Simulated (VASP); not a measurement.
# TaN in VASP: notebook

Runs on TaN. Level: r2SCAN. Tasks: single point, relaxation of cell and atoms.

Everything below comes from runs of VASP 6.6.1. Logs are shortened: lines on timing, memory, paths and dates and some standing lists are left out, and cuts for length are marked.

## Step 1: The cell of the first run

The structure is tetragonal, space group I4/mmm (No. 139). Conventional cell: a = 3.155 Å, b = 3.155 Å, c = 4.357 Å, α = 90.00°, β = 90.00°, γ = 90.00°. Ta (site symmetry 4/mmm) has 6 N at 2.18 to 2.23 Å within 2.9 Å. N (site symmetry 4/mmm) has 6 Ta at 2.18 to 2.23 Å within 2.9 Å.

## Step 2: Single point, r2SCAN (biaxial strain in the a-b plane: +1.5 %)

POSCAR

```
TaN
1.0
    2.2312403102      2.2312403102      0.0000000000
   -2.2312403102      2.2312403102      0.0000000000
    0.0000000000      0.0000000000      4.3569638373
Ta N
2 2
Direct
    0.5000000000      0.5000000000      0.0000000000
    0.0000000000      0.0000000000      0.5000000000
    0.0000000000      0.0000000000      0.0000000000
    0.5000000000      0.5000000000      0.5000000000
```

INCAR.step1

```
ALGO = Normal
EDIFF = 1E-4
ENCUT = 520
GGA = PE
ISMEAR = 0
LASPH = True
LCHARG = False
LREAL = False
LWAVE = True
NBANDS = 24
NELM = 80
PREC = Accurate
SIGMA = 0.1
```

INCAR.step2

```
ALGO = Normal
EDIFF = 1E-7
ENCUT = 520
ISIF = 2
ISMEAR = 0
ISTART = 1
LASPH = True
LCHARG = True
LELF = True
LMIXTAU = True
LREAL = False
LVHAR = True
LWAVE = False
METAGGA = R2SCAN
NBANDS = 24
NELM = 80
PREC = Accurate
SIGMA = 0.1
```

KPOINTS

```
k-points
0
Gamma
  16 16 12
```

Potentials or basis: VASP PAW PBE potentials, release 64 (Ta_pv, N).

Command:

```sh
$ cat potpaw_PBE.64/Ta_pv/POTCAR potpaw_PBE.64/N/POTCAR > POTCAR
$ cp INCAR.step1 INCAR
$ mpirun -np 1 vasp_std > vasp.out
$ cp INCAR.step2 INCAR
$ mpirun -np 1 vasp_std > vasp.out
```

OUTCAR:

```text
EDIFF = 1E-7
   ENCUT = 520
   ISIF = 2
   ISMEAR = 0
   ISTART = 1
   LASPH = True
   LREAL = False
   METAGGA = R2SCAN
   NELM = 80
   PREC = Accurate

 ion  position               nearest neighbor table
   1  0.500  0.500  0.000-   4 2.18   4 2.18   3 2.23   3 2.23   3 2.23   3 2.23   2 3.12   2 3.12
                             2 3.12   2 3.12   2 3.12   2 3.12   2 3.12   2 3.12
   2  0.000  0.000  0.500-   3 2.18   3 2.18   4 2.23   4 2.23   4 2.23   4 2.23   1 3.12   1 3.12
                             1 3.12   1 3.12   1 3.12   1 3.12   1 3.12   1 3.12
   3  0.000  0.000  0.000-   2 2.18   2 2.18   1 2.23   1 2.23   1 2.23   1 2.23
   4  0.500  0.500  0.500-   1 2.18   1 2.18   2 2.23   2 2.23   2 2.23   2 2.23

  LATTYP: Found a simple tetragonal cell.
 ALAT       =     3.1554503076
 C/A-ratio  =     1.3807740299

  Lattice vectors:

 A1 = (   2.2312403102,   2.2312403102,   0.0000000000)
 A2 = (  -2.2312403102,   2.2312403102,   0.0000000000)
 A3 = (   0.0000000000,   0.0000000000,   4.3569638373)

Analysis of symmetry for initial positions (statically):
=====================================================================
 Subroutine PRICEL returns following result:

  LATTYP: Found a body centered tetragonal cell.
 ALAT       =     3.1554503076
 C/A-ratio  =     1.3807740299

  Lattice vectors:

 A1 = (   0.0000000000,  -2.2312403102,  -2.1784819187)
 A2 = (   0.0000000000,   2.2312403102,  -2.1784819187)
 A3 = (   2.2312403102,   0.0000000000,   2.1784819187)

   2 primitive cells build up your supercell.

 Routine SETGRP: Setting up the symmetry group for a
 simple tetragonal supercell.

 Subroutine GETGRP returns: Found 16 space group operations
 (whereof 16 operations were pure point group operations)
 out of a pool of 16 trial point group operations.

The static configuration has the point symmetry D_4h.

Analysis of symmetry for dynamics (positions and initial velocities):
=====================================================================
 Subroutine PRICEL returns following result:

  LATTYP: Found a body centered tetragonal cell.
 ALAT       =     3.1554503076
 C/A-ratio  =     1.3807740299

  Lattice vectors:

 A1 = (   0.0000000000,  -2.2312403102,  -2.1784819187)
 A2 = (   0.0000000000,   2.2312403102,  -2.1784819187)
[... 107 lines left out ...]
   LSORBIT =      F    spin-orbit coupling
   LASPH  =      T    aspherical Exc in radial PAW
   ENCUT  =  520.0 eV  38.22 Ry    6.18 a.u.   5.87  5.87  8.10*2*pi/ulx,y,z
   NELM   =     80;   NELMIN=  2; NELMDL=  0     # of ELM steps
   EDIFF  = 0.1E-06   stopping-criterion for ELM
   LREAL  =      F    real-space projection
   EDIFFG = 0.1E-05   stopping-criterion for IOM
   NSW    =      0    number of steps for IOM
   IBRION =     -1    ionic relax: 0-MD 1-quasi-New 2-CG
   NFREE  =      0    steps in history (QN), initial steepest desc. (CG)
   ISIF   =      2    stress and relaxation
   ISYM   =      2    0-nonsym 1-usesym 2-fastsym
   POTIM  = 0.5000    time-step for ionic-motion
   TEBEG  =    0.0;   TEEND  =   0.0 temperature during run
   PSTRESS=    0.0 pullay stress
   NELECT =      32.0000    total number of electrons
   NUPDOWN=      -1.0000    fix difference up-down
   EMIN   =  10.00;   EMAX   =-10.00  energy-range for DOS
   EFERMI =   0.00;   METHOD = LEGACY
   ISMEAR =     0;   SIGMA  =   0.10  broadening in eV -4-tet -1-fermi 0-gaus
   EFERMI_NEDOS =   21; number of points for ismear=-14 and -15
   IALGO  =     38    algorithm
   IMIX   =      4    mixing-type and parameters
     AMIX     =   0.40;   BMIX     =  1.00
     AMIX_MAG =   1.60;   BMIX_MAG =  1.00
  volume/ion in A,a.u.               =      10.85        73.19
  Fermi-wavevector in a.u.,A,eV,Ry     =   1.479185  2.795255 29.769403  2.187989
  Thomas-Fermi vector in A             =   2.593374
   LORBIT       =      0    0 simple, 1 ext, 2 COOP (PROOUT), +10 PAW based schemes
   METAGGA = R2SCAN    functional components
   LHFCALC =     F    Hartree Fock is set to
   AEXX    =    0.0000 exact exchange contribution
   IVDW    =     0    specifies the selected vdW correction
   LEPSILON=     F    determine dielectric tensor
   LRPA    =     F    only Hartree local field effects (RPA)
 non-spin polarized calculation
 Gauss-broadening in eV      SIGMA  =   0.10
  energy-cutoff  :      520.00
  volume of cell :       43.38
 maximum number of plane-waves:      1192
 NGX is ok and might be reduce to    24
   NGX = 11   NGY = 11   NGZ = 17

 number of electron      31.9999995 magnetization

 Free energy of the ion-electron system (eV)
  ---------------------------------------------------
  ext. energy  EPLUGINS =         0.00000000
  ---------------------------------------------------
  free energy    TOTEN  =      -119.21761191 eV

  energy without entropy =     -119.21001512  energy(sigma->0) =     -119.21381351

 E-fermi :   9.3836     XC(G=0): -14.3278

 val. band max:        9.3829692068   @ k =   0.1250   0.0000   0.3333
 cond. band min:       9.3926298326   @ k =   0.0000   0.0000   0.0833
 fundamental gap:      0.0096606258
 Fermi energy:         9.3836016752

 k-point     1 :       0.0000    0.0000    0.0000
  band No.  band energies     occupation
      1     -28.4819      2.00000
      2     -28.0912      2.00000
      3     -28.0912      2.00000
      4     -27.8025      2.00000
      5     -27.8025      2.00000
      6     -27.7896      2.00000
[... 637 lines left out ...]
     23      15.4327      0.00000
     24      15.4327      0.00000

 [... further k-points ...]

------------------------ aborting loop because EDIFF is reached ----------------------------------------

  FORCE on cell =-STRESS in cart. coord.  units (eV):
  Direction    XX          YY          ZZ          XY          YZ          ZX
  --------------------------------------------------------------------------------------
  -------------------------------------------------------------------------------------
  Total       -2.4021086     -2.4021086      0.9253984      0.0000000      0.0000000      0.0000000
  in kB      -88.7149027    -88.7149027     34.1769026      0.0000000      0.0000000      0.0000000
  external PRESSURE =     -47.7509676 kB  Pullay stress =       0.0000000 kB

 VOLUME and BASIS-vectors are now :
 -----------------------------------------------------------------------------
  energy-cutoff  :      520.00
  volume of cell :       43.38
      direct lattice vectors                 reciprocal lattice vectors
     2.231240310  2.231240310  0.000000000     0.224090609  0.224090609  0.000000000
    -2.231240310  2.231240310  0.000000000    -0.224090609  0.224090609  0.000000000
     0.000000000  0.000000000  4.356963837     0.000000000  0.000000000  0.229517627

 POSITION                                       TOTAL-FORCE (eV/Angst)
 -----------------------------------------------------------------------------------
      0.00000      2.23124      0.00000        -0.000000      0.000000      0.000000
      0.00000      0.00000      2.17848        -0.000000     -0.000000     -0.000000
      0.00000      0.00000      0.00000         0.000000     -0.000000     -0.000000
      0.00000      2.23124      2.17848         0.000000     -0.000000     -0.000000
 -----------------------------------------------------------------------------------
    total drift:                                0.000000     -0.000000     -0.000000

  FREE ENERGIE OF THE ION-ELECTRON SYSTEM (eV)
  ---------------------------------------------------
  free  energy   TOTEN  =      -119.2176119094 eV

  energy  without entropy=     -119.2100151162  energy(sigma->0) =     -119.21381351
```

OUTCAR.step1:

```text
EDIFF = 1E-4
   ENCUT = 520
   GGA = PE
   ISMEAR = 0
[... 898 lines left out ...]
      0.00000      2.23124      0.00000        -0.000000      0.000000     -0.000000
      0.00000      0.00000      2.17848        -0.000000      0.000000      0.000000
      0.00000      0.00000      0.00000         0.000000     -0.000000      0.000000
      0.00000      2.23124      2.17848         0.000000      0.000000      0.000000
 -----------------------------------------------------------------------------------
    total drift:                                0.000000     -0.000000     -0.000000

  FREE ENERGIE OF THE ION-ELECTRON SYSTEM (eV)
  ---------------------------------------------------
  free  energy   TOTEN  =       -43.6285239030 eV

  energy  without entropy=      -43.6206220699  energy(sigma->0) =      -43.62457299
```

It took 13 min on 1 thread of AMD EPYC 7R13 (Zen 3), shared host; peak memory 0.34 GiB.

Results:

```yaml
Free_energy: -119.2176 eV
Pressure: -4.8 GPa
Band_gap_on_the_k_mesh: zero (bands 16 and 17 overlap by 3.95 eV)
```

Caveat: the cell differs from its parent crystal (biaxial strain in the a-b plane: +1.5 %); the cell stands under tension; the PAW data sets were made with another functional, which shifts forces and pressure a little; spin-orbit coupling is left out, which moves the levels of the heavy elements.

## Step 3: Single point, r2SCAN (biaxial strain in the a-b plane: +1.5 %, then relaxed in part)

Edit POSCAR of step 2 so:

```diff
@@ -4,3 +4,3 @@
    -2.2312403102      2.2312403102      0.0000000000
-    0.0000000000      0.0000000000      4.3569638373
+    0.0000000000      0.0000000000      4.3656793656
 Ta N
```

INCAR.step1

```
PREC = Accurate ; ENCUT = 520
ISMEAR = 0 ; SIGMA = 0.1
LREAL = F ; LASPH = T
NELM = 60 ; NBANDS = 24
GGA = PE ; ALGO = Normal
EDIFF = 1E-4 ; LWAVE = T
LCHARG = F
```

INCAR.step2

```
PREC = Accurate ; ENCUT = 520
EDIFF = 1E-6 ; ISMEAR = 0
SIGMA = 0.1 ; LREAL = F
LASPH = T ; NELM = 60
ALGO = Normal ; ISIF = 2
LWAVE = F ; LCHARG = F
METAGGA = R2SCAN ; LMIXTAU = T
NBANDS = 24 ; ISTART = 1
```

KPOINTS

```
regular mesh
0
Gamma
  16 16 12
```

Potentials or basis: VASP PAW PBE potentials, release 64 (Ta_pv, N).

Command:

```sh
$ cat potpaw_PBE.64/Ta_pv/POTCAR potpaw_PBE.64/N/POTCAR > POTCAR
$ cp INCAR.step1 INCAR
$ mpirun -np 1 vasp_std > vasp.out
$ cp INCAR.step2 INCAR
$ mpirun -np 1 vasp_std > vasp.out
```

OUTCAR:

```text
PREC = Accurate
   ENCUT = 520
   EDIFF = 1E-6
   ISMEAR = 0
   LREAL = F
   LASPH = T
   NELM = 60
   ISIF = 2
   METAGGA = R2SCAN
   ISTART = 1

 ion  position               nearest neighbor table
   1  0.500  0.500  0.000-   4 2.18   4 2.18   3 2.23   3 2.23   3 2.23   3 2.23   2 3.12   2 3.12
                             2 3.12   2 3.12   2 3.12   2 3.12   2 3.12   2 3.12
   2  0.000  0.000  0.500-   3 2.18   3 2.18   4 2.23   4 2.23   4 2.23   4 2.23   1 3.12   1 3.12
                             1 3.12   1 3.12   1 3.12   1 3.12   1 3.12   1 3.12
   3  0.000  0.000  0.000-   2 2.18   2 2.18   1 2.23   1 2.23   1 2.23   1 2.23
   4  0.500  0.500  0.500-   1 2.18   1 2.18   2 2.23   2 2.23   2 2.23   2 2.23

  LATTYP: Found a simple tetragonal cell.
 ALAT       =     3.1554503076
 C/A-ratio  =     1.3835360852

  Lattice vectors:

 A1 = (   2.2312403102,   2.2312403102,   0.0000000000)
 A2 = (  -2.2312403102,   2.2312403102,   0.0000000000)
 A3 = (   0.0000000000,   0.0000000000,   4.3656793656)

Analysis of symmetry for initial positions (statically):
=====================================================================
 Subroutine PRICEL returns following result:

  LATTYP: Found a body centered tetragonal cell.
 ALAT       =     3.1554503076
 C/A-ratio  =     1.3835360852

  Lattice vectors:

 A1 = (   0.0000000000,  -2.2312403102,  -2.1828396828)
 A2 = (   0.0000000000,   2.2312403102,  -2.1828396828)
 A3 = (   2.2312403102,   0.0000000000,   2.1828396828)

   2 primitive cells build up your supercell.

 Routine SETGRP: Setting up the symmetry group for a
 simple tetragonal supercell.

 Subroutine GETGRP returns: Found 16 space group operations
 (whereof 16 operations were pure point group operations)
 out of a pool of 16 trial point group operations.

The static configuration has the point symmetry D_4h.

[... 139 lines left out ...]
   EFERMI_NEDOS =   21; number of points for ismear=-14 and -15
   IALGO  =     38    algorithm
   IMIX   =      4    mixing-type and parameters
     AMIX     =   0.40;   BMIX     =  1.00
     AMIX_MAG =   1.60;   BMIX_MAG =  1.00
  volume/ion in A,a.u.               =      10.87        73.33
  Fermi-wavevector in a.u.,A,eV,Ry     =   1.478200  2.793394 29.729770  2.185076
  Thomas-Fermi vector in A             =   2.592511
   LORBIT       =      0    0 simple, 1 ext, 2 COOP (PROOUT), +10 PAW based schemes
   METAGGA = R2SCAN    functional components
   LHFCALC =     F    Hartree Fock is set to
   AEXX    =    0.0000 exact exchange contribution
   IVDW    =     0    specifies the selected vdW correction
   LEPSILON=     F    determine dielectric tensor
   LRPA    =     F    only Hartree local field effects (RPA)
 non-spin polarized calculation
 Gauss-broadening in eV      SIGMA  =   0.10
  energy-cutoff  :      520.00
  volume of cell :       43.47
 maximum number of plane-waves:      1196
 NGX is ok and might be reduce to    24
   NGX = 11   NGY = 11   NGZ = 17

 number of electron      31.9999995 magnetization

 Free energy of the ion-electron system (eV)
  ---------------------------------------------------
  ext. energy  EPLUGINS =         0.00000000
  ---------------------------------------------------
  free energy    TOTEN  =      -119.21910879 eV

  energy without entropy =     -119.21124412  energy(sigma->0) =     -119.21517645

 E-fermi :   9.3612     XC(G=0): -14.3152

 val. band max:        9.3548972618   @ k =   0.1250   0.0000   0.3333
 cond. band min:       9.3625693173   @ k =   0.2500   0.2500   0.3333
 fundamental gap:      0.0076720555
 Fermi energy:         9.3612491362

 k-point     1 :       0.0000    0.0000    0.0000
  band No.  band energies     occupation
      1     -28.5040      2.00000
      2     -28.1141      2.00000
      3     -28.1141      2.00000
      4     -27.8292      2.00000
      5     -27.8292      2.00000
      6     -27.8173      2.00000
[... 637 lines left out ...]
     23      15.4126      0.00000
     24      15.4126      0.00000

 [... further k-points ...]

------------------------ aborting loop because EDIFF is reached ----------------------------------------

  FORCE on cell =-STRESS in cart. coord.  units (eV):
  Direction    XX          YY          ZZ          XY          YZ          ZX
  --------------------------------------------------------------------------------------
  -------------------------------------------------------------------------------------
  Total       -2.4811925     -2.4811925      0.4898975      0.0000000     -0.0000000     -0.0000000
  in kB      -91.4526966    -91.4526966     18.0568215      0.0000000     -0.0000000     -0.0000000
  external PRESSURE =     -54.9495239 kB  Pullay stress =       0.0000000 kB

 VOLUME and BASIS-vectors are now :
 -----------------------------------------------------------------------------
  energy-cutoff  :      520.00
  volume of cell :       43.47
      direct lattice vectors                 reciprocal lattice vectors
     2.231240310  2.231240310  0.000000000     0.224090609  0.224090609  0.000000000
    -2.231240310  2.231240310  0.000000000    -0.224090609  0.224090609  0.000000000
     0.000000000  0.000000000  4.365679366     0.000000000  0.000000000  0.229059424

 POSITION                                       TOTAL-FORCE (eV/Angst)
 -----------------------------------------------------------------------------------
      0.00000      2.23124      0.00000         0.000000     -0.000000     -0.000000
      0.00000      0.00000      2.18284        -0.000000     -0.000000      0.000000
      0.00000      0.00000      0.00000        -0.000000      0.000000      0.000000
      0.00000      2.23124      2.18284         0.000000      0.000000      0.000000
 -----------------------------------------------------------------------------------
    total drift:                                0.000000     -0.000000     -0.000000

  FREE ENERGIE OF THE ION-ELECTRON SYSTEM (eV)
  ---------------------------------------------------
  free  energy   TOTEN  =      -119.2191087862 eV

  energy  without entropy=     -119.2112441190  energy(sigma->0) =     -119.21517645
```

Run time: 9.6 min. Hardware: 1 thread of AMD EPYC 7R13 (Zen 3), shared host; peak memory 0.34 GiB.

Results:

- Free energy: -119.2191 eV
- Pressure: -5.5 GPa
- Band gap on the k mesh: zero (bands 16 and 17 overlap by 3.94 eV)

Stress tensor (GPa, compression positive):
```
-9.15  0.00  0.00
 0.00 -9.15  0.00
 0.00  0.00  1.81
```

Caveat: the cell differs from its parent crystal (biaxial strain in the a-b plane: +1.5 %, then relaxed in part); the cell stands under tension; the PAW data sets were made with another functional, which shifts forces and pressure a little; spin-orbit coupling is left out, which moves the levels of the heavy elements.

(Continued in part 2 of 3.)
